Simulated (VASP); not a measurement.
# Sc (P6_3/mmc) in VASP: a series of runs

Runs on Sc. Level: PBEsol. Tasks: single point, relaxation of cell and atoms.

All numbers are computed with VASP 6.6.1; they aren't measurements. Logs are shortened: lines on timing, memory, paths and dates and some standing lists are left out, and cuts for length are marked.

## Step 1: The cell of the first run

Symmetry: P6_3/mmc, No. 194, hexagonal system. Conventional cell: a = 3.256 Å, b = 3.256 Å, c = 10.274 Å, α = 90.00°, β = 90.00°, γ = 120.00°. Within 4.2 Å of Sc (site symmetry -3m) lie 12 Sc at 3.18 to 3.26 Å. Sc (site symmetry -6m2) has 12 Sc at 3.18 to 3.26 Å within 4.2 Å.

## Step 2: Single point, PBEsol

File INCAR:

```
SYSTEM = Sc
  PREC = Accurate
  ENCUT = 520
  EDIFF = 1E-6
  ISMEAR = 0
  SIGMA = 0.1
  LREAL = .FALSE.
  LASPH = .TRUE.
  NELM = 80
  ALGO = Normal
  ISIF = 2
  LWAVE = .FALSE.
  LCHARG = .TRUE.
  GGA = PS
  LELF = .TRUE.
  LVHAR = .TRUE.
  NBANDS = 30
```

File KPOINTS:

```
regular mesh
0
G
  6 6 2
  0 0 0
```

File POSCAR:

```
Sc
1.0
    3.2557329779      0.0000000000      0.0000000000
   -1.6278664889      2.8195474668      0.0000000000
    0.0000000000      0.0000000000     10.2739774268
Sc
4
Direct
    0.0000000000      0.0000000000      0.0000000000
    0.0000000000      0.0000000000      0.5000000000
    0.3333333333      0.6666666667      0.7500000000
    0.6666666667      0.3333333333      0.2500000000
```

Potentials or basis: VASP PAW PBE potentials, release 64 (Sc_sv).

Run with:

```console
cat potpaw_PBE.64/Sc_sv/POTCAR > POTCAR
mpirun -np 1 vasp_std > vasp.out
```

OUTCAR:

```text
SYSTEM = Sc
   PREC = Accurate
   ENCUT = 520
   EDIFF = 1E-6
   ISMEAR = 0
   LREAL = .FALSE.
   LASPH = .TRUE.
   NELM = 80
   ISIF = 2
   GGA = PS

 ion  position               nearest neighbor table
   1  0.000  0.000  0.000-   3 3.18   4 3.18   3 3.18   4 3.18   4 3.18   3 3.18
   2  0.000  0.000  0.500-   3 3.18   4 3.18   3 3.18   4 3.18   4 3.18   3 3.18
   3  0.333  0.667  0.750-   1 3.18   2 3.18   1 3.18   2 3.18   1 3.18   2 3.18
   4  0.667  0.333  0.250-   1 3.18   2 3.18   1 3.18   2 3.18   1 3.18   2 3.18

  LATTYP: Found a hexagonal cell.
 ALAT       =     3.2557329779
 C/A-ratio  =     3.1556572657

  Lattice vectors:

 A1 = (   3.2557329779,   0.0000000000,   0.0000000000)
 A2 = (  -1.6278664889,   2.8195474668,   0.0000000000)
 A3 = (   0.0000000000,   0.0000000000,  10.2739774268)

Analysis of symmetry for initial positions (statically):
=====================================================================
 Subroutine PRICEL returns:
 Original cell was already a primitive cell.

 Routine SETGRP: Setting up the symmetry group for a
 hexagonal supercell.

 Subroutine GETGRP returns: Found 24 space group operations
 (whereof 12 operations were pure point group operations)
 out of a pool of 24 trial point group operations.

The static configuration has the point symmetry D_3d.
 The point group associated with its full space group is D_6h.

Analysis of symmetry for dynamics (positions and initial velocities):
=====================================================================
 Subroutine PRICEL returns:
 Original cell was already a primitive cell.

 Routine SETGRP: Setting up the symmetry group for a
 hexagonal supercell.

 Subroutine GETGRP returns: Found 24 space group operations
 (whereof 12 operations were pure point group operations)
 out of a pool of 24 trial point group operations.

The dynamic configuration has the point symmetry D_3d.
 The point group associated with its full space group is D_6h.

 Subroutine INISYM returns: Found 24 space group operations
 (whereof 12 operations are pure point group operations),
 and found     1 'primitive' translations

----------------------------------------------------------------------------------------

                                     Primitive cell

  volume of cell :      94.3120

  direct lattice vectors                    reciprocal lattice vectors
     3.255732978  0.000000000  0.000000000     0.307150496  0.177333422  0.000000000
    -1.627866489  2.819547467  0.000000000     0.000000000  0.354666843  0.000000000
     0.000000000  0.000000000 10.273977427     0.000000000  0.000000000  0.097333288

  length of vectors
     3.255732978  3.255732978 10.273977427     0.354666843  0.354666843  0.097333288

  position of ions in fractional coordinates (direct lattice)
     0.000000000  0.000000000  0.000000000
     0.000000000  0.000000000  0.500000000
     0.333333333  0.666666667  0.750000000
     0.666666667  0.333333333  0.250000000

  ion indices of the primitive-cell ions
   primitive index   ion index
                 1           1
                 2           2
                 3           3
                 4           4

----------------------------------------------------------------------------------------

 KPOINTS: regular mesh

Automatic generation of k-mesh.
 Grid dimensions read from file:
 generate k-points for:    6    6    2

 Generating k-lattice:

  Cartesian coordinates                     Fractional coordinates (reciprocal lattice)
     0.051191749  0.029555570  0.000000000     0.166666667  0.000000000  0.000000000
     0.000000000  0.059111141  0.000000000     0.000000000  0.166666667  0.000000000
     0.000000000  0.000000000  0.048666644     0.000000000  0.000000000  0.500000000

  Length of vectors
     0.059111141  0.059111141  0.048666644

  Shift w.r.t. Gamma in fractional coordinates (k-lattice)
     0.000000000  0.000000000  0.000000000

 Subroutine IBZKPT returns following result:
 ===========================================

 Found     14 irreducible k-points:

 Following reciprocal coordinates:
            Coordinates               Weight
  0.000000  0.000000  0.000000      1.000000
  0.166667  0.000000  0.000000      6.000000
  0.333333 -0.000000  0.000000      6.000000
  0.500000 -0.000000  0.000000      3.000000
  0.166667  0.166667  0.000000      6.000000
  0.333333  0.166667  0.000000     12.000000
  0.333333  0.333333  0.000000      2.000000
  0.000000  0.000000  0.500000      1.000000
  0.166667  0.000000  0.500000      6.000000
  0.333333 -0.000000  0.500000      6.000000
  0.500000 -0.000000  0.500000      3.000000
  0.166667  0.166667  0.500000      6.000000
  0.333333  0.166667  0.500000     12.000000
  0.333333  0.333333  0.500000      2.000000
   k-points           NKPTS =     14   k-points in BZ     NKDIM =     14   number of bands    NBANDS=     30
   number of dos      NEDOS =    301   number of ions     NIONS =      4
   total plane-waves  NPLWV =  46080
   dimension x,y,z NGX =    24 NGY =   24 NGZ =   80
   dimension x,y,z NGXF=    48 NGYF=   48 NGZF=  160
   ions per type =               4
   NGX,Y,Z   is equivalent  to a cutoff of  12.26, 12.26, 12.95 a.u.
   NGXF,Y,Z  is equivalent  to a cutoff of  24.51, 24.51, 25.89 a.u.
 SYSTEM =  Sc
   PREC   = accura    normal or accurate (medium, high low for compatibility)
   ISTART =      0    job   : 0-new  1-cont  2-samecut
   ICHARG =      2    charge: 1-file 2-atom 10-const
   ISPIN  =      1    spin polarized calculation?
   LNONCOLLINEAR =      F non collinear calculations
   LSORBIT =      F    spin-orbit coupling
   LASPH  =      T    aspherical Exc in radial PAW
   ENCUT  =  520.0 eV  38.22 Ry    6.18 a.u.   6.05  6.05 19.10*2*pi/ulx,y,z
   NELM   =     80;   NELMIN=  2; NELMDL= -5     # of ELM steps
   EDIFF  = 0.1E-05   stopping-criterion for ELM
   LREAL  =      F    real-space projection
   EDIFFG = 0.1E-04   stopping-criterion for IOM
   NSW    =      0    number of steps for IOM
   IBRION =     -1    ionic relax: 0-MD 1-quasi-New 2-CG
   NFREE  =      0    steps in history (QN), initial steepest desc. (CG)
   ISIF   =      2    stress and relaxation
   ISYM   =      2    0-nonsym 1-usesym 2-fastsym
   POTIM  = 0.5000    time-step for ionic-motion
   TEBEG  =    0.0;   TEEND  =   0.0 temperature during run
   PSTRESS=    0.0 pullay stress
   NELECT =      44.0000    total number of electrons
   NUPDOWN=      -1.0000    fix difference up-down
   EMIN   =  10.00;   EMAX   =-10.00  energy-range for DOS
   EFERMI =   0.00;   METHOD = LEGACY
   ISMEAR =     0;   SIGMA  =   0.10  broadening in eV -4-tet -1-fermi 0-gaus
   EFERMI_NEDOS =   21; number of points for ismear=-14 and -15
   IALGO  =     38    algorithm
   IMIX   =      4    mixing-type and parameters
     AMIX     =   0.40;   BMIX     =  1.00
     AMIX_MAG =   1.60;   BMIX_MAG =  1.00
  volume/ion in A,a.u.               =      23.58       159.11
  Fermi-wavevector in a.u.,A,eV,Ry     =   1.269707  2.399398 21.934707  1.612155
  Thomas-Fermi vector in A             =   2.402734
   LORBIT       =      0    0 simple, 1 ext, 2 COOP (PROOUT), +10 PAW based schemes
   GGA     = PS    functional components
   LHFCALC =     F    Hartree Fock is set to
   AEXX    =    0.0000 exact exchange contribution
   IVDW    =     0    specifies the selected vdW correction
   LEPSILON=     F    determine dielectric tensor
   LRPA    =     F    only Hartree local field effects (RPA)
 non-spin polarized calculation
 Gauss-broadening in eV      SIGMA  =   0.10
  energy-cutoff  :      520.00
  volume of cell :       94.31
 maximum number of plane-waves:      2580
   NGX = 13   NGY = 13   NGZ = 39

 number of electron      44.0000000 magnetization

 Free energy of the ion-electron system (eV)
  ---------------------------------------------------
  ext. energy  EPLUGINS =         0.00000000
  ---------------------------------------------------
  free energy    TOTEN  =       -26.36220203 eV

  energy without entropy =      -26.32934807  energy(sigma->0) =      -26.34577505

 E-fermi :   3.8742     XC(G=0): -10.1716

 val. band max:        3.7908680552   @ k =   0.3333   0.1667   0.5000
 cond. band min:       3.8852935156   @ k =   0.3333  -0.0000   0.0000
 fundamental gap:      0.0944254603
 Fermi energy:         3.8741624731

 k-point     1 :       0.0000    0.0000    0.0000
  band No.  band energies     occupation
      1     -45.2364      2.00000
      2     -45.1963      2.00000
      3     -45.1930      2.00000
      4     -45.1526      2.00000
      5     -24.1971      2.00000
      6     -23.9694      2.00000
[... 22 lines left out ...]
     29       5.7434      0.00000
     30       5.7582      0.00000

 k-point     2 :       0.1667    0.0000    0.0000
  band No.  band energies     occupation
      1     -45.2210      2.00000
      2     -45.1858      2.00000
      3     -45.1825      2.00000
      4     -45.1471      2.00000
      5     -24.1564      2.00000
      6     -23.9924      2.00000
[... 22 lines left out ...]
     29       5.7785      0.00000
     30       6.1110      0.00000

 k-point     3 :       0.3333   -0.0000    0.0000
  band No.  band energies     occupation
      1     -45.1870      2.00000
      2     -45.1647      2.00000
      3     -45.1613      2.00000
      4     -45.1388      2.00000
      5     -24.1097      2.00000
      6     -24.0834      2.00000
[... 22 lines left out ...]
     29       5.6235      0.00000
     30       6.2758      0.00000

 k-point     4 :       0.5000   -0.0000    0.0000
  band No.  band energies     occupation
      1     -45.1661      2.00000
      2     -45.1541      2.00000
      3     -45.1506      2.00000
      4     -45.1386      2.00000
      5     -24.1672      2.00000
      6     -24.1582      2.00000
[... 286 lines left out ...]
     29       5.9715      0.00000
     30       5.9720      0.00000

 k-point    13 :       0.3333    0.1667    0.5000
  band No.  band energies     occupation
      1     -45.1623      2.00000
      2     -45.1623      2.00000
      3     -45.1424      2.00000
      4     -45.1424      2.00000
      5     -24.1030      2.00000
      6     -24.1030      2.00000
[... 22 lines left out ...]
     29       5.9066      0.00000
     30       5.9066      0.00000

 k-point    14 :       0.3333    0.3333    0.5000
  band No.  band energies     occupation
      1     -45.1488      2.00000
      2     -45.1488      2.00000
      3     -45.1453      2.00000
      4     -45.1453      2.00000
      5     -24.0780      2.00000
      6     -24.0780      2.00000
[... 22 lines left out ...]
     29       6.2097      0.00000
     30       6.2098      0.00000

------------------------ aborting loop because EDIFF is reached ----------------------------------------

  FORCE on cell =-STRESS in cart. coord.  units (eV):
  Direction    XX          YY          ZZ          XY          YZ          ZX
  --------------------------------------------------------------------------------------
  -------------------------------------------------------------------------------------
  Total        0.1250251      0.1250251     -0.1895395      0.0000000     -0.0000000     -0.0000000
  in kB        2.1239335      2.1239335     -3.2199085      0.0000000     -0.0000000     -0.0000000
  external PRESSURE =       0.3426528 kB  Pullay stress =       0.0000000 kB

 VOLUME and BASIS-vectors are now :
 -----------------------------------------------------------------------------
  energy-cutoff  :      520.00
  volume of cell :       94.31
      direct lattice vectors                 reciprocal lattice vectors
     3.255732978  0.000000000  0.000000000     0.307150496  0.177333422  0.000000000
    -1.627866489  2.819547467  0.000000000     0.000000000  0.354666843  0.000000000
     0.000000000  0.000000000 10.273977427     0.000000000  0.000000000  0.097333288

 POSITION                                       TOTAL-FORCE (eV/Angst)
 -----------------------------------------------------------------------------------
      0.00000      0.00000      0.00000        -0.000000      0.000000      0.000000
      0.00000      0.00000      5.13699        -0.000000      0.000000      0.000000
     -0.00000      1.87970      7.70548         0.000000      0.000000     -0.000000
      1.62787      0.93985      2.56849         0.000000      0.000000      0.000000
 -----------------------------------------------------------------------------------
    total drift:                                0.000000      0.000000     -0.000000

  FREE ENERGIE OF THE ION-ELECTRON SYSTEM (eV)
  ---------------------------------------------------
  free  energy   TOTEN  =       -26.3622020324 eV

  energy  without entropy=      -26.3293480713  energy(sigma->0) =      -26.34577505
```

Run time: 19 s. Hardware: 1 thread of Intel Xeon 6975P-C (Granite Rapids), shared host; peak memory 0.2 GiB.

What came out:

```yaml
Free_energy: -26.3622 eV
Pressure: 0.0 GPa
Band_gap_on_the_k_mesh: zero (bands 22 and 23 overlap by 1.30 eV)
```

Stress tensor (GPa, compression positive):
```
 0.21  0.00  0.00
 0.00  0.21  0.00
 0.00  0.00 -0.32
```

Caveat: the k points lie up to 0.37 Å⁻¹ apart, too coarse for converged energies and pressures of a metal; the PAW data sets were made with another functional, which shifts forces and pressure a little.

## Step 3: Single point, PBEsol

This run uses another cell than the first one, of 26.76 Å³/atom.

File INCAR:

```
SYSTEM = Sc
  ALGO = Normal
  EDIFF = 1E-7
  ENCUT = 520
  GGA = PS
  ISIF = 2
  ISMEAR = 0
  LASPH = .TRUE.
  LCHARG = .FALSE.
  LREAL = .FALSE.
  LWAVE = .FALSE.
  NBANDS = 30
  NELM = 100
  PREC = Accurate
  SIGMA = 0.1
```

File KPOINTS:

```
k-points
0
G
  6 6 2
  0 0 0
```

File POSCAR:

```
Sc
1.0
    3.3715484507      0.0000000000      0.0000000000
   -1.6857742253      2.9198466084      0.0000000000
    0.0000000000      0.0000000000     10.8739092058
Sc
4
Direct
    0.0000000000      0.0000000000      0.0000000000
    0.0000000000      0.0000000000      0.5000000000
    0.3333333333      0.6666666667      0.7500000000
    0.6666666667      0.3333333333      0.2500000000
```

Potentials or basis: VASP PAW PBE potentials, release 64 (Sc_sv).

Run with:

```console
cat potpaw_PBE.64/Sc_sv/POTCAR > POTCAR
mpirun -np 1 vasp_std > vasp.out
```

Run time: 32 s. Hardware: 1 thread of Intel Xeon 6975P-C (Granite Rapids), shared host; peak memory 0.25 GiB.

Results (log left out):

```
Free energy            : -26.1185 eV
Pressure               : -5.6 GPa
Band gap on the k mesh : zero (bands 22 and 23 overlap by 1.04 eV)
```

Stress tensor (GPa, compression positive):
```
-5.34  0.00  0.00
 0.00 -5.34  0.00
 0.00  0.00 -6.26
```

Levels at points of the mesh, in eV from the Fermi level:
```
           k point  band 20  band 21  band 22  band 23  band 24  band 25
(0.00, 0.00, 0.00)    -1.63     0.23     0.76     0.80     1.38     1.38
(0.50, 0.00, 0.00)    -1.12    -0.42    -0.31    -0.28     0.15     0.80
(0.00, 0.00, 0.50)    -2.30     0.34     0.34     1.30     1.30     1.46
(0.50, 0.00, 0.50)    -1.20    -0.37    -0.37    -0.05    -0.05     1.09
```

Caveat: the cell stands under tension; the PAW data sets were made with another functional, which shifts forces and pressure a little.

[end of part 1 of 2]

The gap in the log of VASP goes by the Fermi energy; the results here count the filled bands.